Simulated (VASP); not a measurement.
Input of a VASP 6.6.1 run:

Contents of INCAR:

```
SYSTEM = Al3GaN4
PREC = Accurate ; ENCUT = 520
EDIFF = 1E-6 ; ISMEAR = 0
SIGMA = 0.05 ; LREAL = Auto
LASPH = .TRUE. ; NELM = 100
ALGO = Normal ; ISIF = 2
LWAVE = .FALSE. ; LCHARG = .FALSE.
GGA = PS ; NBANDS = 56
```

KPOINTS

```
Automatic mesh
0
G
  5 5 3
  0 0 0
```

The input POSCAR:

```
Al3GaN4
1.0
    0.0000000000     -4.4069948432      0.0000000000
    0.0000000000      0.0000000000     -4.4069948432
    8.8139896863     -1.1017487108      1.1017487108
Al Ga N
6 2 8
Direct
    0.4847000000      1.0153000000      0.0612000000
    0.3597000000      1.1403000000      0.5612000000
   -0.0153000000      0.5153000000      0.0612000000
   -0.1403000000      0.6403000000      0.5612000000
    0.4222000000      0.5778000000      0.3112000000
    0.2972000000      0.7028000000      0.8112000000
   -0.0778000000      1.0778000000      0.3112000000
   -0.2028000000      1.2028000000      0.8112000000
    0.2094038177      0.7905961823      0.1835538588
    0.0844038177      0.9155961823      0.6835538588
    0.6988192529      0.3011807471      0.1835538588
    0.5738192529      0.4261807471      0.6835538588
    0.0205807471      0.4900038177      0.9388461412
    0.1455807471      0.3650038177      0.4388461412
    0.5099961823      0.9794192529      0.9388461412
    0.6349961823      0.8544192529      0.4388461412
```

Potentials or basis: VASP PAW PBE potentials, release 64 (Al, Ga_d, N).

Launch:

```bash
$ cat potpaw_PBE.64/Al/POTCAR potpaw_PBE.64/Ga_d/POTCAR potpaw_PBE.64/N/POTCAR > POTCAR
$ mpirun -np 1 vasp_std > vasp.out
```

Question: What does it give for the pressure?

Answer: 66.4 GPa.

Question: Predict the largest force.

Answer: 96.613 eV/Å.

Question: Predict the band gap on the k mesh.

Answer: 1.91 eV, direct.

Forces on the atoms (eV/Å):
```
Al   96.325  -1.807  -1.807
Al    0.409   0.000   0.003
Al   96.325   1.807   1.807
Al    0.409  -0.003   0.000
Al    0.544   0.027  -0.027
Al   -0.579  -0.008   0.008
Ga    0.640  -0.032   0.032
Ga   -1.004   0.009  -0.009
N     0.626  -0.101   0.101
N    -0.116   0.025  -0.025
N     0.371   0.102  -0.102
N    -0.128  -0.023   0.023
N   -96.577  -1.854  -1.857
N    -0.334   0.015   0.014
N   -96.577   1.857   1.854
N    -0.334  -0.014  -0.015
```

Caveat: the PAW data sets were made with another functional, which shifts forces and pressure a little. A k mesh can miss the band edges.
